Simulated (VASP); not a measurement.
Set up this calculation in VASP 6.6.1, as the native input.

| Item | Value |
| --- | --- |
| Task | single point |
| Functional | PBE |
| Potentials or basis | VASP PAW PBE potentials, release 64 (Hf_pv, Si) |
| Cutoff | 520 eV |
| k mesh | 16 × 10 × 10 |
| Occupations | gaussian, width 0.1 eV |
| Spin | no spin polarisation |
| Dipole correction | no |
| Further INCAR settings | ALGO = Normal; EDIFF = 1e-07; NBANDS = 19 |

The structure of HfSi3 lies in POSCAR:

```
HfSi3
1.0
    2.8119750714      0.0000000000      0.0000000000
    0.0000000000      4.7234086852      0.0000000000
    0.0000000000      0.0000000000      5.3278692139
Hf Si
1 3
Direct
    0.5000000000      0.0000000000      0.5000000000
    0.5000000000      0.0000000000      0.0000000000
    0.5000000000      0.5000000000      0.2333883697
    0.5000000000      0.5000000000      0.7666116303
```

The cell was built from a structure type or drawn by symmetry, and may not be a known phase.

These files were run (other wordings do the same):

INCAR

```
SYSTEM = HfSi3
PREC = Accurate
ENCUT = 520
EDIFF = 1E-7
ISMEAR = 0
SIGMA = 0.1
LREAL = .FALSE.
LASPH = .TRUE.
NELM = 100
ALGO = Normal
ISIF = 2
LWAVE = .FALSE.
LCHARG = .FALSE.
GGA = PE
NBANDS = 19
```

KPOINTS

```
regular mesh
0
G
  16 10 10
  0 0 0
```

Potentials or basis: VASP PAW PBE potentials, release 64 (Hf_pv, Si).

Command:

```sh
$ cat potpaw_PBE.64/Hf_pv/POTCAR potpaw_PBE.64/Si/POTCAR > POTCAR
$ mpirun -np 1 vasp_std > vasp.out
```

It gave:

```json
{
 "Pressure": "0.0 GPa",
 "Largest force": "0.011 eV/Å",
 "Band gap on the k mesh": "zero (bands 11 and 12 overlap by 3.46 eV)"
}
```

Caveat: spin-orbit coupling is left out, which moves the levels of the heavy elements.

Wall time 10 min on 1 thread of AMD EPYC 7R13, on a shared host, peak memory 0.46 GiB.
